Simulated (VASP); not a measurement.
# TiC (Fm-3m) in VASP: a series of runs, part 2 of 3

VASP 6.6.1.

## (4) Electric field gradients, PBEsol (10.54 Å³/atom)

This run uses another cell than the first one, of 10.54 Å³/atom.

Input file INCAR:

```
PREC     = Accurate       # precision mode
ENCUT    = 520            # plane-wave cutoff, eV
EDIFF    = 1E-8           # SCF threshold, eV
ISMEAR   = -1             # smearing method
SIGMA    = 0.03           # smearing width, eV
LREAL    = F              # projectors in reciprocal space
LASPH    = T              # aspherical terms in the spheres
NELM     = 60             # most SCF steps
ALGO     = Normal         # electronic algorithm
ISIF     = 2              # what is computed and relaxed
LWAVE    = F              # write WAVECAR
LCHARG   = F              # write CHGCAR
GGA      = PS             # functional
LEFG     = T            
NBANDS   = 15             # bands
```

Input file KPOINTS:

```
regular mesh
0
Gamma
  14 14 14
```

Input file POSCAR:

```
TiC
1.0
    0.0000000000      2.1924769499      2.1924769499
    2.1924769499      0.0000000000      2.1924769499
    2.1924769499      2.1924769499      0.0000000000
Ti C
1 1
Direct
    0.0000000000      0.0000000000      0.0000000000
    0.5000000000      0.5000000000      0.5000000000
```

Potentials or basis: VASP PAW PBE potentials, release 64 (Ti_sv, C).

On the command line:

```sh
$ cat potpaw_PBE.64/Ti_sv/POTCAR potpaw_PBE.64/C/POTCAR > POTCAR
$ mpirun -np 1 vasp_std > vasp.out
```

OUTCAR:

```text
PREC = Accurate
   ENCUT = 520
   EDIFF = 1E-8
   ISMEAR = -1
   LREAL = F
   LASPH = T
   NELM = 60
   ISIF = 2
   GGA = PS

 ion  position               nearest neighbor table
   1  0.000  0.000  0.000-   2 2.19   2 2.19   2 2.19   2 2.19   2 2.19   2 2.19
   2  0.500  0.500  0.500-   1 2.19   1 2.19   1 2.19   1 2.19   1 2.19   1 2.19

  LATTYP: Found a face centered cubic cell.
 ALAT       =     4.3849538998

  Lattice vectors:

 A1 = (   0.0000000000,   2.1924769499,   2.1924769499)
 A2 = (   2.1924769499,   0.0000000000,   2.1924769499)
[... 643 lines left out ...]
  ---------------------------------------------------
  free  energy   TOTEN  =       -19.7415429263 eV

  energy  without entropy=      -19.7405638968  energy(sigma->0) =      -19.74105341

 Electric field gradients (V/A^2)
---------------------------------------------------------------------
 ion       V_xx      V_yy      V_zz      V_xy      V_xz      V_yz
---------------------------------------------------------------------
   1      -0.000    -0.000    -0.000    -0.000    -0.000    -0.000
   2       0.000    -0.000    -0.000     0.000     0.000     0.000
---------------------------------------------------------------------

 Electric field gradients after diagonalization (V/A^2)
 (convention: |V_zz| > |V_xx| > |V_yy|)
----------------------------------------------------------------------
 ion       V_xx      V_yy      V_zz     asymmetry (V_yy - V_xx)/ V_zz
----------------------------------------------------------------------
   1       0.000     0.000    -0.001       0.000
   2      -0.000    -0.000     0.000       0.000
----------------------------------------------------------------------

           NMR quadrupolar parameters

 Cq : quadrupolar parameter    Cq=e*Q*V_zz/h
 eta: asymmetry parameters     (V_yy - V_xx)/ V_zz
 Q  : nuclear electric quadrupole moment in mb (millibarn)
----------------------------------------------------------------------
 ion       Cq(MHz)       eta       Q (mb)
----------------------------------------------------------------------
   1      -0.000       0.000       1.000
   2       0.000       0.000       1.000
----------------------------------------------------------------------
```

OSZICAR:

```text
N       E                     dE             d eps       ncg     rms          rms(c)
DAV:   1     0.116989399790E+03    0.11699E+03   -0.79713E+03  3120   0.128E+03
DAV:   2    -0.174600162191E+02   -0.13445E+03   -0.12612E+03  3372   0.332E+02
DAV:   3    -0.250212298664E+02   -0.75612E+01   -0.74379E+01  4042   0.773E+01
DAV:   4    -0.252581534941E+02   -0.23692E+00   -0.23647E+00  3911   0.128E+01
DAV:   5    -0.252647546992E+02   -0.66012E-02   -0.66008E-02  4070   0.189E+00    0.177E+01
DAV:   6    -0.204353667661E+02    0.48294E+01   -0.11542E+01  4417   0.556E+01    0.698E+00
DAV:   7    -0.198012786834E+02    0.63409E+00   -0.21432E+00  3691   0.206E+01    0.470E+00
DAV:   8    -0.197774550104E+02    0.23824E-01   -0.10838E-01  3484   0.310E+00    0.364E+00
DAV:   9    -0.197463346242E+02    0.31120E-01   -0.12632E-01  4036   0.519E+00    0.791E-01
DAV:  10    -0.197455840095E+02    0.75061E-03   -0.14637E-02  3947   0.129E+00    0.743E-01
DAV:  11    -0.197422630692E+02    0.33209E-02   -0.35744E-03  3603   0.909E-01    0.361E-01
DAV:  12    -0.197415897329E+02    0.67334E-03   -0.12485E-03  3843   0.584E-01    0.734E-02
DAV:  13    -0.197415432744E+02    0.46459E-04   -0.11789E-04  3717   0.151E-01    0.252E-02
DAV:  14    -0.197415436836E+02   -0.40920E-06   -0.14944E-05  3841   0.271E-02    0.618E-03
DAV:  15    -0.197415429852E+02    0.69838E-06   -0.12389E-06  3589   0.160E-02    0.197E-03
DAV:  16    -0.197415429723E+02    0.12873E-07   -0.14493E-07  3946   0.594E-03    0.172E-03
DAV:  17    -0.197415429184E+02    0.53946E-07   -0.25186E-08  3323   0.186E-03    0.764E-04
DAV:  18    -0.197415429263E+02   -0.79365E-08   -0.44264E-09  1987   0.934E-04
   1 F= -.19741543E+02 E0= -.19741053E+02  d E =-.979029E-03
```

Wall time 60 s (1 thread of Intel Xeon 8259CL, shared host); peak memory 0.17 GiB.

What came out:

```yaml
Free_energy: -19.7415 eV
Pressure: -14.6 GPa
Band_gap_on_the_k_mesh: zero (bands 8 and 9 overlap by 1.05 eV)
Largest_electric_field_gradient_by_atom: zero within the noise of the run
```

Caveat: the cell stands under tension; the PAW data sets were made with another functional, which shifts forces and pressure a little.

## (5) Electric field gradients, PBEsol (10.74 Å³/atom)

This run uses another cell than the first one, of 10.74 Å³/atom.

Input file INCAR:

```
SYSTEM = TiC
ALGO     = Normal         ! electronic algorithm
EDIFF    = 1E-8           ! SCF threshold, eV
ENCUT    = 520            ! plane-wave cutoff, eV
GGA      = PS             ! functional
ISIF     = 2              ! what is computed and relaxed
ISMEAR   = -1             ! smearing method
LASPH    = .True.         ! aspherical terms in the spheres
LCHARG   = .False.        ! write CHGCAR
LEFG     = .True.       
LREAL    = .False.        ! projectors in reciprocal space
LWAVE    = .False.        ! write WAVECAR
NBANDS   = 15             ! bands
NELM     = 80             ! most SCF steps
PREC     = Accurate       ! precision mode
SIGMA    = 0.03           ! smearing width, eV
```

Input file KPOINTS:

```
k-points
0
Gamma
  14 14 14
  0 0 0
```

Input file POSCAR:

```
TiC
1.0
    0.0000000000      2.2064421477      2.2064421477
    2.2064421477      0.0000000000      2.2064421477
    2.2064421477      2.2064421477      0.0000000000
Ti C
1 1
Direct
    0.0000000000      0.0000000000      0.0000000000
    0.5000000000      0.5000000000      0.5000000000
```

Potentials or basis: VASP PAW PBE potentials, release 64 (Ti_sv, C).

On the command line:

```sh
$ cat potpaw_PBE.64/Ti_sv/POTCAR potpaw_PBE.64/C/POTCAR > POTCAR
$ mpirun -np 1 vasp_std > vasp.out
```

OUTCAR:

```text
SYSTEM = TiC
   EDIFF = 1E-8
   ENCUT = 520
   GGA = PS
   ISIF = 2
   ISMEAR = -1
   LASPH = .True.
   LREAL = .False.
   NELM = 80
   PREC = Accurate

 ion  position               nearest neighbor table
   1  0.000  0.000  0.000-   2 2.21   2 2.21   2 2.21   2 2.21   2 2.21   2 2.21
   2  0.500  0.500  0.500-   1 2.21   1 2.21   1 2.21   1 2.21   1 2.21   1 2.21

  LATTYP: Found a face centered cubic cell.
 ALAT       =     4.4128842954

  Lattice vectors:

 A1 = (   0.0000000000,   2.2064421477,   2.2064421477)
 A2 = (   2.2064421477,   0.0000000000,   2.2064421477)
 A3 = (   2.2064421477,   2.2064421477,   0.0000000000)

Analysis of symmetry for initial positions (statically):
=====================================================================
 Subroutine PRICEL returns:
 Original cell was already a primitive cell.

 Routine SETGRP: Setting up the symmetry group for a
 face centered cubic supercell.

 Subroutine GETGRP returns: Found 48 space group operations
 (whereof 48 operations were pure point group operations)
 out of a pool of 48 trial point group operations.

The static configuration has the point symmetry O_h .

Analysis of symmetry for dynamics (positions and initial velocities):
=====================================================================
 Subroutine PRICEL returns:
 Original cell was already a primitive cell.

 Routine SETGRP: Setting up the symmetry group for a
 face centered cubic supercell.

 Subroutine GETGRP returns: Found 48 space group operations
 (whereof 48 operations were pure point group operations)
 out of a pool of 48 trial point group operations.

[... 576 lines left out ...]
      7       7.0990      2.00000
      8       7.6147      2.00000
      9       9.4272      0.00000
     10      10.7948      0.00000
     11      11.8364      0.00000
     12      12.9151      0.00000
     13      14.6188      0.00000
     14      20.1073      0.00000
     15      22.3377      0.00000

 [... further k-points ...]

------------------------ aborting loop because EDIFF is reached ----------------------------------------

  FORCE on cell =-STRESS in cart. coord.  units (eV):
  Direction    XX          YY          ZZ          XY          YZ          ZX
  --------------------------------------------------------------------------------------
  -------------------------------------------------------------------------------------
  Total       -2.4664413     -2.4664413     -2.4664413      0.0000000      0.0000000      0.0000000
  in kB     -183.9389639   -183.9389639   -183.9389639      0.0000000      0.0000000      0.0000000
  external PRESSURE =    -183.9389639 kB  Pullay stress =       0.0000000 kB

 VOLUME and BASIS-vectors are now :
 -----------------------------------------------------------------------------
  energy-cutoff  :      520.00
  volume of cell :       21.48
      direct lattice vectors                 reciprocal lattice vectors
     0.000000000  2.206442148  2.206442148    -0.226609159  0.226609159  0.226609159
     2.206442148  0.000000000  2.206442148     0.226609159 -0.226609159  0.226609159
     2.206442148  2.206442148  0.000000000     0.226609159  0.226609159 -0.226609159

 POSITION                                       TOTAL-FORCE (eV/Angst)
 -----------------------------------------------------------------------------------
      0.00000      0.00000      0.00000         0.000000      0.000000      0.000000
      2.20644      2.20644      2.20644        -0.000000     -0.000000     -0.000000
 -----------------------------------------------------------------------------------
    total drift:                                0.000000     -0.000000     -0.000000

  FREE ENERGIE OF THE ION-ELECTRON SYSTEM (eV)
  ---------------------------------------------------
  free  energy   TOTEN  =       -19.6998680815 eV

  energy  without entropy=      -19.6988655347  energy(sigma->0) =      -19.69936681

 Electric field gradients (V/A^2)
---------------------------------------------------------------------
 ion       V_xx      V_yy      V_zz      V_xy      V_xz      V_yz
---------------------------------------------------------------------
   1      -0.000    -0.000    -0.000    -0.001    -0.001    -0.001
   2       0.000    -0.000    -0.000     0.000     0.000     0.000
---------------------------------------------------------------------

 Electric field gradients after diagonalization (V/A^2)
 (convention: |V_zz| > |V_xx| > |V_yy|)
----------------------------------------------------------------------
 ion       V_xx      V_yy      V_zz     asymmetry (V_yy - V_xx)/ V_zz
----------------------------------------------------------------------
   1       0.001     0.001    -0.001       0.000
   2      -0.000    -0.000     0.001       0.000
----------------------------------------------------------------------

           NMR quadrupolar parameters

 Cq : quadrupolar parameter    Cq=e*Q*V_zz/h
 eta: asymmetry parameters     (V_yy - V_xx)/ V_zz
 Q  : nuclear electric quadrupole moment in mb (millibarn)
----------------------------------------------------------------------
 ion       Cq(MHz)       eta       Q (mb)
----------------------------------------------------------------------
   1      -0.000       0.000       1.000
   2       0.000       0.000       1.000
----------------------------------------------------------------------
```

OSZICAR:

```text
N       E                     dE             d eps       ncg     rms          rms(c)
DAV:   1     0.117230931416E+03    0.11723E+03   -0.79980E+03  3150   0.126E+03
DAV:   2    -0.173373358295E+02   -0.13457E+03   -0.12603E+03  3302   0.331E+02
DAV:   3    -0.249964123692E+02   -0.76591E+01   -0.75089E+01  4155   0.779E+01
[... 12 lines left out ...]
DAV:  16    -0.196998684082E+02    0.92580E-06   -0.92086E-07  4190   0.170E-02    0.519E-03
DAV:  17    -0.196998680787E+02    0.32943E-06   -0.27863E-07  3477   0.697E-03    0.124E-03
DAV:  18    -0.196998681115E+02   -0.32792E-07   -0.13677E-08  3317   0.110E-03    0.588E-04
DAV:  19    -0.196998680783E+02    0.33243E-07   -0.28138E-09  1826   0.534E-04    0.535E-05
DAV:  20    -0.196998680815E+02   -0.32205E-08   -0.38303E-10  1756   0.209E-04
   1 F= -.19699868E+02 E0= -.19699367E+02  d E =-.100255E-02
```

stdout:

```text
POSCAR found type information on POSCAR TiC
 POSCAR found :  2 types and       2 ions
 scaLAPACK will be used
 -----------------------------------------------------------------------------
|                                                                             |
|                                                                             |
|     You enforced a specific xc type in the INCAR file but a different       |
|     I HOPE YOU KNOW WHAT YOU ARE DOING!                                     |
|                                                                             |
 -----------------------------------------------------------------------------

 LDA part: xc-table for (Slater+PW92), standard interpolation
 POSCAR, INCAR and KPOINTS ok, starting setup
 FFT: planning ... GRIDC
 FFT: planning ... GRID_SOFT
 FFT: planning ... GRID
 WAVECAR not read
 entering main loop
ion   1

ion   2
```

Run time: 64 s. Hardware: 1 thread of Intel Xeon 8259CL, shared host; peak memory 0.16 GiB.

What came out:

```
Free energy                             : -19.6999 eV
Pressure                                : -18.4 GPa
Band gap on the k mesh                  : zero (bands 8 and 9 overlap by 1.04 eV)
Largest electric field gradient by atom : zero within the noise of the run
```

Levels at points of the mesh, in eV from the Fermi level:
```
           k point  band 6  band 7  band 8  band 9  band 10  band 11
(0.00, 0.00, 0.00)    0.65    0.65    0.65    1.62     1.62     1.65
(0.50, 0.00, 0.00)   -5.61   -2.71   -2.71    2.71     2.71     3.81
(0.50, 0.50, 0.00)   -3.38   -1.50   -0.05   -0.05     2.54     3.27
```

Caveat: the cell stands under tension; the PAW data sets were made with another functional, which shifts forces and pressure a little.

(Part 2 of 3 ends here.)
